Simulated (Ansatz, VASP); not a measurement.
## Two plane-wave programs on PbS

INCAR

```
SYSTEM = PbS
PREC = Accurate
ENCUT = 520
EDIFF = 1E-6
ISMEAR = 0
SIGMA = 0.05
LREAL = .FALSE.
LASPH = .TRUE.
NELM = 80
ALGO = Normal
ISIF = 2
LWAVE = .FALSE.
LCHARG = .FALSE.
GGA = PS
NBANDS = 17
```

The input KPOINTS:

```
regular mesh
0
G
  10 10 10
  0 0 0
```

Contents of POSCAR:

```
PbS
1.0
    0.0000000000      2.9711044043      2.9711044043
    2.9711044043      0.0000000000      2.9711044043
    2.9711044043      2.9711044043      0.0000000000
Pb S
1 1
Direct
    0.5000000000      0.5000000000      0.5000000000
    0.0000000000      0.0000000000      0.0000000000
```

Input for Ansatz:

```yaml
crystal:
  lattice:
    - [0.0, 2.9711044043, 2.9711044043]
    - [2.9711044043, 0.0, 2.9711044043]
    - [2.9711044043, 2.9711044043, 0.0]
  atoms:
    - { symbol: Pb, position: [0.5, 0.5, 0.5] }
    - { symbol: S, position: [0.0, 0.0, 0.0] }
basis:
  ecutwfc: 420
  ecutrho_ratio: 4
kpoints:
  mp_grid: { grid: [10, 10, 10] }
hamiltonian:
  xc: pbesol
scf:
  occupations: { method: gaussian, width: 0.05 }
output:
  forces: true
  stress: true
  eigenvalues: true
```

Alike in both runs: task single point; functional PBEsol; k mesh 10 × 10 × 10; occupations gaussian, width 0.05 eV; no spin polarisation.

|  | VASP | Ansatz |
| --- | --- | --- |
| version | VASP 6.6.1 | Ansatz 0.2.0 |
| potentials or method | VASP PAW PBE potentials, release 64 (Pb_d, S), cutoff 520 eV | scalar-relativistic, plane waves, PAW |
| valence electrons in the cell | 20 | 20 |

|  | VASP | Ansatz | Ansatz less VASP |
| --- | --- | --- | --- |
| pressure (GPa) | -1.2 | -1.1 | +0.05 |

VASP's potentials were made for PBE, not for PBEsol. The functional is the same, so the differences come from potentials, cutoffs and numerics.

Spin-orbit coupling is off throughout.
